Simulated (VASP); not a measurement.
# Ga (Pm-3m) in VASP: notebook, part 2 of 2

VASP 6.6.1. Earlier steps stand in the parts before.

### 4 Single point, BLYP

This run uses another cell than the first one, of 22.69 Å³/atom, 0.926 times its volume.

INCAR reads:

```
SYSTEM = Ga
AGGAC = 1.0
AGGAX = 1.0
ALDAC = 0.0
ALDAX = 1.0
ALGO = Normal
EDIFF = 1E-7
ENCUT = 520
GGA = B5
ISIF = 2
ISMEAR = -1
LASPH = .TRUE.
LCHARG = .TRUE.
LELF = .TRUE.
LREAL = .FALSE.
LVHAR = .TRUE.
LWAVE = .FALSE.
NBANDS = 12
NELM = 60
PREC = Accurate
SIGMA = 0.1
```

KPOINTS reads:

```
k-points
0
G
  18 18 18
  0 0 0
```

POSCAR reads:

```
Ga
1.0
    2.8309161464      0.0000000000      0.0000000000
    0.0000000000      2.8309161464      0.0000000000
    0.0000000000      0.0000000000      2.8309161464
Ga
1
Direct
    0.0000000000      0.0000000000      0.0000000000
```

Potentials or basis: VASP PAW PBE potentials, release 64 (Ga_d).

On the command line:

```bash
$ cat potpaw_PBE.64/Ga_d/POTCAR > POTCAR
$ mpirun -np 1 vasp_std > vasp.out
```

OUTCAR:

```text
SYSTEM = Ga
   EDIFF = 1E-7
   ENCUT = 520
   GGA = B5
   ISIF = 2
   ISMEAR = -1
   LASPH = .TRUE.
   LREAL = .FALSE.
   NELM = 60
   PREC = Accurate

 ion  position               nearest neighbor table
   1  0.000  0.000  0.000-

  LATTYP: Found a simple cubic cell.
 ALAT       =     2.8309161464

  Lattice vectors:

 A1 = (   2.8309161464,   0.0000000000,   0.0000000000)
 A2 = (   0.0000000000,   2.8309161464,   0.0000000000)
 A3 = (   0.0000000000,   0.0000000000,   2.8309161464)

Analysis of symmetry for initial positions (statically):
=====================================================================
 Subroutine PRICEL returns:
 Original cell was already a primitive cell.

 Routine SETGRP: Setting up the symmetry group for a
 simple cubic supercell.

 Subroutine GETGRP returns: Found 48 space group operations
 (whereof 48 operations were pure point group operations)
 out of a pool of 48 trial point group operations.

The static configuration has the point symmetry O_h .

Analysis of symmetry for dynamics (positions and initial velocities):
=====================================================================
[... 160 lines left out ...]
 fundamental gap:      0.0133219635
 Fermi energy:         4.2525782856

 k-point     1 :       0.0000    0.0000    0.0000
  band No.  band energies     occupation
      1     -10.8342      2.00000
      2     -10.8342      2.00000
      3     -10.4507      2.00000
      4     -10.4507      2.00000
      5     -10.4507      2.00000
      6      -5.5596      2.00000
      7      12.2451      0.00000
      8      12.2451      0.00000
      9      12.2451      0.00000
     10      15.5391      0.00000
     11      15.5391      0.00000
     12      17.6145      0.00000
[... 331 lines left out ...]
 k-point    24 :       0.3333    0.1111    0.0000
  band No.  band energies     occupation
      1     -10.7915      2.00000
      2     -10.6219      2.00000
      3     -10.5478      2.00000
      4     -10.5275      2.00000
      5     -10.4559      2.00000
      6      -3.3341      2.00000
      7       3.7322      1.98907
      8      11.6526      0.00000
      9      14.2755      0.00000
     10      17.9848      0.00000
     11      18.9803      0.00000
     12      21.5221      0.00000

 [... further k-points ...]
[... 5 lines left out ...]
  --------------------------------------------------------------------------------------
  -------------------------------------------------------------------------------------
  Total       -0.0075869     -0.0075869     -0.0075869     -0.0000000      0.0000000      0.0000000
  in kB       -0.5357899     -0.5357899     -0.5357899     -0.0000000      0.0000000      0.0000000
  external PRESSURE =      -0.5357899 kB  Pullay stress =       0.0000000 kB

 VOLUME and BASIS-vectors are now :
 -----------------------------------------------------------------------------
  energy-cutoff  :      520.00
  volume of cell :       22.69
      direct lattice vectors                 reciprocal lattice vectors
     2.830916146  0.000000000  0.000000000     0.353242536  0.000000000  0.000000000
     0.000000000  2.830916146  0.000000000     0.000000000  0.353242536  0.000000000
     0.000000000  0.000000000  2.830916146     0.000000000  0.000000000  0.353242536

 POSITION                                       TOTAL-FORCE (eV/Angst)
 -----------------------------------------------------------------------------------
      0.00000      0.00000      0.00000         0.000000      0.000000      0.000000
 -----------------------------------------------------------------------------------
    total drift:                                0.000000     -0.000000     -0.000000

  FREE ENERGIE OF THE ION-ELECTRON SYSTEM (eV)
  ---------------------------------------------------
  free  energy   TOTEN  =        -2.1463789418 eV

  energy  without entropy=       -2.1284863314  energy(sigma->0) =       -2.13743264
```

OSZICAR:

```text
N       E                     dE             d eps       ncg     rms          rms(c)
DAV:   1     0.478985244305E+02    0.47899E+02   -0.66946E+03  5528   0.176E+03
DAV:   2     0.525203131815E+00   -0.47373E+02   -0.45897E+02  5536   0.273E+02
DAV:   3    -0.212807319374E+01   -0.26533E+01   -0.26462E+01  6100   0.501E+01
DAV:   4    -0.215550194241E+01   -0.27429E-01   -0.27425E-01  5956   0.561E+00
DAV:   5    -0.215584286533E+01   -0.34092E-03   -0.34092E-03  6168   0.589E-01    0.740E-01
DAV:   6    -0.214460224463E+01    0.11241E-01   -0.34513E-02  6420   0.344E+00    0.348E-01
DAV:   7    -0.214576358459E+01   -0.11613E-02   -0.49176E-03  6976   0.106E+00    0.124E-01
DAV:   8    -0.214638749048E+01   -0.62391E-03   -0.10070E-03  5676   0.414E-01    0.187E-02
DAV:   9    -0.214637821535E+01    0.92751E-05   -0.22478E-05  6084   0.501E-02    0.307E-03
DAV:  10    -0.214637910424E+01   -0.88889E-06   -0.19351E-06  5836   0.126E-02    0.756E-04
DAV:  11    -0.214637894546E+01    0.15879E-06   -0.15523E-07  5640   0.428E-03    0.247E-04
DAV:  12    -0.214637894176E+01    0.36966E-08   -0.38679E-09  3256   0.895E-04
   1 F= -.21463789E+01 E0= -.21374326E+01  d E =-.178926E-01
```

stdout:

```text
POSCAR found type information on POSCAR Ga
 POSCAR found :  1 types and       1 ions
 scaLAPACK will be used
 -----------------------------------------------------------------------------
|                                                                             |
|                                                                             |
|     You enforced a specific xc type in the INCAR file but a different       |
|     I HOPE YOU KNOW WHAT YOU ARE DOING!                                     |
|                                                                             |
 -----------------------------------------------------------------------------

 LDA part: xc-table for (Slater(with rela. corr.)+VWN5), standard interpolation
 POSCAR, INCAR and KPOINTS ok, starting setup
 FFT: planning ... GRIDC
 FFT: planning ... GRID_SOFT
 FFT: planning ... GRID
 WAVECAR not read
 entering main loop
```

Wall time 76 s (1 thread of AMD EPYC 7R13 (Zen 3), shared host); peak memory 0.14 GiB.

What came out:

| Quantity | Value |
| --- | --- |
| Free energy | -2.1464 eV |
| Pressure | -0.1 GPa |

Caveat: the PAW data sets were made with another functional, which shifts forces and pressure a little.

### 5 The runs side by side

```tsv
cell	k mesh	gap on the mesh (eV)	pressure (GPa)
a = 2.904 Å, 1 atom	13 × 13 × 13	none	-1.9
a = 2.940 Å, 1 atom	13 × 13 × 13	none	-2.5
a = 2.831 Å, 1 atom	18 × 18 × 18	none	-0.1
```

Alike in all rows: task single point; level BLYP; potentials or basis VASP PAW PBE potentials, release 64 (Ga_d); no spin polarisation; cutoff (eV) 520; smearing fermi-dirac 0.1 eV.

Caveats: the PAW data sets were made with another functional, which shifts forces and pressure a little.

Absolute energies hang on the potentials; compare differences alone.
